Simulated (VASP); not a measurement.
**Mn: single point with r2SCAN**

Mn:

```
Mn
1.0
    -1.54050    1.54050    1.54050
     1.54050   -1.54050    1.54050
     1.54050    1.54050   -1.54050
Mn
1
Direct
  0.00000 0.00000 0.00000
```

```json
{
 "Program": "VASP 6.6.1",
 "Task": "single point",
 "Functional": "r2SCAN",
 "Potentials or basis": "VASP PAW PBE potentials, release 64 (Mn_pv)",
 "Cutoff": "520 eV",
 "k mesh": "8 × 8 × 8",
 "Occupations": "methfessel-paxton, width 0.01 eV",
 "Spin": "collinear spin, ferromagnetic start",
 "Starting moments": "[4.0] μB",
 "Dipole correction": "no",
 "Further INCAR settings": "ALGO = Normal; EDIFF = 1e-06; NBANDS = 16"
}
```

```
Pressure                                              : 8.9 GPa
Net moment                                            : 3.81 μB per cell
Site moments                                          : Mn +3.78 μB
Valence electrons inside the program's atomic spheres : Mn 11.57
```

Levels at points of the mesh, in eV from the Fermi level:
Spin up:
```tsv
k point	band 5	band 6	band 7	band 8	band 9	band 10	band 11	band 12
(0.00, 0.00, 0.00)	-2.93	-2.93	-2.93	-1.58	-1.58	21.24	21.24	21.24
(0.50, 0.00, 0.00)	-3.80	-1.65	-1.45	-0.69	-0.12	5.31	15.61	16.43
(0.50, 0.50, 0.50)	-4.63	-0.91	-0.91	-0.91	7.75	7.75	7.75	13.49
```
Spin down:
```
           k point  band 3  band 4  band 5  band 6  band 7  band 8
(0.00, 0.00, 0.00)  -46.26   -7.97    2.08    2.08    2.08    3.30
(0.50, 0.00, 0.00)  -46.26   -2.27   -0.04    0.71    3.39    3.62
(0.50, 0.50, 0.50)  -46.49   -1.70   -1.70    4.51    4.51    4.51
```

Wall time 48 s on 1 thread of Intel(R) Xeon(R) Platinum 8259CL CPU @ 2.50GHz (Skylake/Cascade Lake) (shared host), peak memory 0.14 GiB.

Caveat: the k points lie up to 0.36 Å⁻¹ apart; the PAW data sets were made with another functional, which shifts forces and pressure a little.
